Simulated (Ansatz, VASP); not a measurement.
**Two plane-wave programs on Nb2SiB2**

The input INCAR:

```
SYSTEM = Nb2SiB2
  PREC = Accurate
  ENCUT = 600
  EDIFF = 1E-7
  ISMEAR = 0
  SIGMA = 0.1
  LREAL = .False.
  LASPH = .True.
  NELM = 100
  ALGO = Normal
  ISIF = 3
  LWAVE = .False.
  LCHARG = .False.
  GGA = PE
  IBRION = 2
  NSW = 90
  EDIFFG = -0.04
```

File KPOINTS:

```
regular mesh
0
Gamma
  6 6 4
  0 0 0
```

Contents of POSCAR:

```
Nb2SiB2
1.0
    3.9302040500      0.0000000000      0.0000000000
   -1.9651020300      3.4036565500      0.0000000000
    0.0000000000      0.0000000000      5.3675645600
Nb Si B
2 1 2
Direct
    0.3333333300      0.6666666700      0.5000000000
    0.6666666700      0.3333333300      0.5000000000
    0.0000000000      0.0000000000      0.0000000000
    0.3333333300      0.6666666700      0.0000000000
    0.6666666700      0.3333333300      0.0000000000
```

Input for Ansatz:

```yaml
crystal:
  lattice:
    - [3.93020405, 0.0, 0.0]
    - [-1.96510203, 3.40365655, 0.0]
    - [0.0, 0.0, 5.36756456]
  atoms:
    - { symbol: Nb, position: [0.33333333, 0.66666667, 0.5] }
    - { symbol: Nb, position: [0.66666667, 0.33333333, 0.5] }
    - { symbol: Si, position: [0.0, 0.0, 0.0] }
    - { symbol: B, position: [0.33333333, 0.66666667, 0.0] }
    - { symbol: B, position: [0.66666667, 0.33333333, 0.0] }
basis:
  ecutwfc: 420
kpoints:
  mp_grid: { grid: [6, 6, 4] }
hamiltonian:
  xc: pbe
scf:
  occupations: { method: gaussian, width: 0.1 }
  lower_state_search: "off"
output:
  forces: true
  stress: true
  eigenvalues: true
relax:
  adjacent_minimum: "off"
  f_tol: 0.04
  max_steps: 70
  cell: { stress_tol: 0.4 }
```

Alike in both runs: task relaxation of cell and atoms; functional PBE; k mesh 6 × 6 × 4; occupations gaussian, width 0.1 eV; no spin polarisation.

```csv
,VASP,Ansatz
version,VASP 6.6.1,Ansatz 0.2.0
potentials or method,"VASP PAW PBE potentials, release 64 (Nb_sv, Si, B), cutoff 600 eV","scalar-relativistic, plane waves, PAW"
valence electrons in the cell,36,36
```

|  | VASP | Ansatz | Ansatz less VASP |
| --- | --- | --- | --- |
| gap on the k mesh at the Fermi level, each at its own relaxed structure (eV) | none | none | - |
| relaxed volume (Å³/atom) | 14.54 | 14.55 | +0.015 |
| relaxed cell length with the largest relative difference (Å) | 4.275 | 4.276 | +0.0019 |

A gap of «none» marks a metal or a gap that the smearing closes.
